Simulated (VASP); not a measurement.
Write the native input for VASP 6.6.1 that does the following.

```
Task                   : relaxation of cell and atoms
Functional             : PBE
Potentials or basis    : VASP PAW PBE potentials, release 64 (Rh_pv)
Cutoff                 : 500 eV
k mesh                 : 9 × 9 × 9
Occupations            : fermi-dirac, width 0.1 eV
Spin                   : no spin polarisation
Target pressure        : -2 GPa
Dipole correction      : no
Further INCAR settings : ALGO = Normal; EDIFF = 1e-07; IBRION = 2; EDIFFG = -0.01; NSW = 80; ISIF = 3
```

The structure of Rh lies in POSCAR:

```
Rh
1.0
    0.0000000000      1.8978500000      1.8978500000
    1.8978500000      0.0000000000      1.8978500000
    1.8978500000      1.8978500000      0.0000000000
Rh
1
Direct
    0.0000000000      0.0000000000      0.0000000000
```

The input as run:

INCAR

```
ALGO     = Normal         # electronic algorithm
EDIFF    = 1E-7           # SCF threshold, eV
EDIFFG   = -0.01          # ionic threshold
ENCUT    = 500            # plane-wave cutoff, eV
GGA      = PE             # functional
GGA_COMPAT= False        
IBRION   = 2              # ionic algorithm
ISIF     = 3              # what is computed and relaxed
ISMEAR   = -1             # smearing method
LASPH    = True           # aspherical terms in the spheres
LCHARG   = False          # write CHGCAR
LREAL    = False          # projectors in reciprocal space
LWAVE    = False          # write WAVECAR
NELM     = 120            # most SCF steps
NELMIN   = 4            
NSW      = 80             # ionic steps
PREC     = Accurate       # precision mode
PSTRESS  = -20.0        
SIGMA    = 0.1            # smearing width, eV
```

KPOINTS

```
k-points
0
Gamma
  9 9 9
```

Potentials or basis: VASP PAW PBE potentials, release 64 (Rh_pv).

Launch:

```console
$ cat potpaw_PBE.64/Rh_pv/POTCAR > POTCAR
$ mpirun -np 1 vasp_std > vasp.out
```

It gave:

| Quantity | Value |
| --- | --- |
| Relaxed volume | 14.19 Å³/atom |
| Relaxed cell | a = 2.718 Å, b = 2.718 Å, c = 2.718 Å, α = 60.00°, β = 60.00°, γ = 60.00° |
| Space group after relaxing (to 0.05 Å) | Fm-3m (No. 225) |
| Energy change on relaxing (the enthalpy is what falls) | -9.1 meV/atom |
| Ionic steps | 4 |
| Pressure after relaxing | -2.0 GPa |

Caveat: the cell is relaxed towards a set pressure, so the enthalpy falls and the energy may rise.

It took 21 s on 1 thread of Intel(R) Xeon(R) Platinum 8375C CPU @ 2.90GHz (Ice Lake) (shared host), peak memory 0.13 GiB.
